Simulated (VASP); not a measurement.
ZnBi3, 4 atoms in the cell. Symmetry: Pm-3m, No. 221, cubic system. Conventional cell: a = 4.873 Å, b = 4.873 Å, c = 4.873 Å, α = 90.00°, β = 90.00°, γ = 90.00°. Within 4.5 Å of Bi (site symmetry 4/mmm) lie 8 Bi at 3.45 Å and 4 Zn at 3.45 Å. Within 4.5 Å of Zn (site symmetry m-3m) lie 12 Bi at 3.45 Å. 

```yaml
Program: VASP 6.6.1
Task: single point
Functional: PBE
Potentials_or_basis: VASP PAW PBE potentials, release 64 (Bi_d, Zn)
Cutoff: 500 eV
k_mesh: 3 × 3 × 3
Occupations: fermi-dirac, width 0.05 eV
Spin: no spin polarisation
Dipole_correction: no
Further_INCAR_settings: ALGO = Normal; EDIFF = 1e-06; NBANDS = 36
```

Potentials or basis: VASP PAW PBE potentials, release 64 (Bi_d, Zn).

Run with:

```sh
$ cat potpaw_PBE.64/Bi_d/POTCAR potpaw_PBE.64/Zn/POTCAR > POTCAR
$ mpirun -np 1 vasp_std > vasp.out
```

Hardware: 1 thread of Intel Xeon 8259CL, on a shared host.

Question: Estimate the wall time of this run.

Answer: Wall time 35 s on 1 thread of Intel Xeon 8259CL, with other jobs on the host, peak memory 0.2 GiB. Counts: scf iterations 12, k points 4.
